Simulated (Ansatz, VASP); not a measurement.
**Two plane-wave programs on W**

```
CELL_PARAMETERS angstrom
0.00000 2.00858 2.00858
2.00858 0.00000 2.00858
2.00858 2.00858 0.00000
ATOMIC_POSITIONS crystal
W 0.00000 0.00000 0.00000
```

Alike in both runs: task single point; functional r2SCAN; k mesh 26 × 26 × 26; occupations gaussian, width 0.15 eV; no spin polarisation.

|  | VASP | Ansatz |
| --- | --- | --- |
| version | VASP 6.6.1 | Ansatz 0.2.0 |
| potentials or method | VASP PAW PBE potentials, release 64 (W_sv), cutoff 520 eV | scalar-relativistic, plane waves, PAW |
| valence electrons in the cell | 14 | 14 |

|  | VASP | Ansatz | Ansatz less VASP |
| --- | --- | --- | --- |
| gap on the k mesh at the Fermi level (eV) | none | none | - |
| pressure (GPa) | 1.1 | -0.1 | -1.16 |

VASP's potentials were made for PBE, not for r2SCAN. A gap of «none» marks a metal or a gap that the smearing closes.

Neither program's run includes spin-orbit coupling.
